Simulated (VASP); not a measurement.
Write the native input for VASP 6.6.1 that does the following.

```yaml
Task: single point
Functional: PBE
Potentials_or_basis: VASP PAW PBE potentials, release 64 (K_sv, Cl)
Cutoff: 520 eV
k_mesh: 6 × 6 × 6
Occupations: gaussian, width 0.1 eV
Spin: no spin polarisation
Dipole_correction: no
Further_INCAR_settings: ALGO = Normal; EDIFF = 1e-06; NBANDS = 15
```

The structure of KCl lies in POSCAR:

```
KCl
1.0
    0.0000000000      3.1464700000      3.1464700000
    3.1464700000      0.0000000000      3.1464700000
    3.1464700000      3.1464700000      0.0000000000
K Cl
1 1
Direct
    0.0000000000      0.0000000000      0.0000000000
    0.5000000000      0.5000000000      0.5000000000
```

The input as run:

INCAR

```
ALGO = Normal
EDIFF = 1E-6
ENCUT = 520
GGA = PE
ISIF = 2
ISMEAR = 0
LASPH = True
LCHARG = False
LREAL = False
LWAVE = False
NBANDS = 15
NELM = 80
PREC = Accurate
SIGMA = 0.1
```

KPOINTS

```
k-points
0
Gamma
  6 6 6
```

Potentials or basis: VASP PAW PBE potentials, release 64 (K_sv, Cl).

The run is started by

```sh
$ cat potpaw_PBE.64/K_sv/POTCAR potpaw_PBE.64/Cl/POTCAR > POTCAR
$ mpirun -np 1 vasp_std > vasp.out
```

Results of the run:

```yaml
Pressure: 0.8 GPa
Band_gap_on_the_k_mesh: 5.19 eV
```

It took 25 s on 1 thread of AMD EPYC 9R14 (Zen 4), with other jobs on the host, peak memory 0.17 GiB.
